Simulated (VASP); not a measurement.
Runs of VASP 6.6.1 on C. Symmetry: Cmme, No. 67, orthorhombic system. The conventional cell has a = 2.456 Å, b = 4.254 Å, c = 7.173 Å, α = 90.00°, β = 90.00°, γ = 90.00°. C (site symmetry m) has 3 C at 1.42 Å within 1.9 Å. 

| k mesh | smearing | gap on the mesh (eV) | pressure (GPa) | largest force (eV/Å) |
| --- | --- | --- | --- | --- |
| 3 × 3 × 1 | methfessel-paxton 0.0386 eV | 0.31 | 3.3 | 0.10 |
| 8 × 8 × 3 | methfessel-paxton 0.1 eV | (b) | 1.6 | (c) |
| 10 × 10 × 3 | methfessel-paxton 0.1 eV | 1.25 | 1.6 | 0.02 |
| 13 × 13 × 4 | methfessel-paxton 0.1 eV | 0.78 | 1.6 | 0.02 |
| 6 × 6 × 2 | methfessel-paxton 0.1 eV | 0.02 | 1.8 | 0.03 |
| 5 × 5 × 2 | methfessel-paxton 0.1 eV | 2.01 | 1.8 | (a) |

Alike in all rows: task single point; level PBEsol; potentials or basis VASP PAW PBE potentials, release 64 (C); no spin polarisation; cell as given; cutoff (eV) 520.

Fill in the values left out.

(a) 0.06; (b) 1.34; (c) 0.05.

Caveats: some runs use coarse meshes; the PAW data sets were made with another functional, which shifts forces and pressure a little; this functional lacks dispersion, which binds the layers, so the pressure and a relaxed spacing across them are unreliable.

A k mesh can miss the band edges.
